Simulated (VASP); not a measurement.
A run of VASP 6.6.1 is set up as follows.

File INCAR:

```
ALGO = Normal ; EDIFF = 1E-6
ENCUT = 520 ; GGA = PE
ISIF = 2 ; ISMEAR = 0
LASPH = T ; LCHARG = T
LELF = T ; LREAL = F
LVHAR = T ; LWAVE = F
NBANDS = 30 ; NELM = 80
PREC = Accurate ; SIGMA = 0.1
```

KPOINTS

```
k-points
0
Gamma
  6 6 10
```

POSCAR

```
CdTe5
1.0
    8.0844463947      0.0000000000      0.0000000000
   -4.0422231973      7.0013359533      0.0000000000
    0.0000000000      0.0000000000      4.0945745237
Cd Te
1 5
Direct
    0.0000000000      0.0000000000      0.5000000000
    0.5000000000      0.0000000000      0.5000000000
    0.0000000000      0.5000000000      0.5000000000
    0.5000000000      0.5000000000      0.5000000000
    0.3333333333      0.6666666667      0.0000000000
    0.6666666667      0.3333333333      0.0000000000
```

Potentials or basis: VASP PAW PBE potentials, release 64 (Cd, Te).

Launch:

```bash
$ cat potpaw_PBE.64/Cd/POTCAR potpaw_PBE.64/Te/POTCAR > POTCAR
$ mpirun -np 1 vasp_std > vasp.out
```

(1) What does it give for the band gap on the k mesh?

(2) Predict the pressure.

## Answers

(1) zero (band 21 reaches 4.57 eV, above the bottom of band 22 at 2.82 eV).

(2) 0.0 GPa.

Caveat: spin-orbit coupling is left out, which moves the levels of the heavy elements.
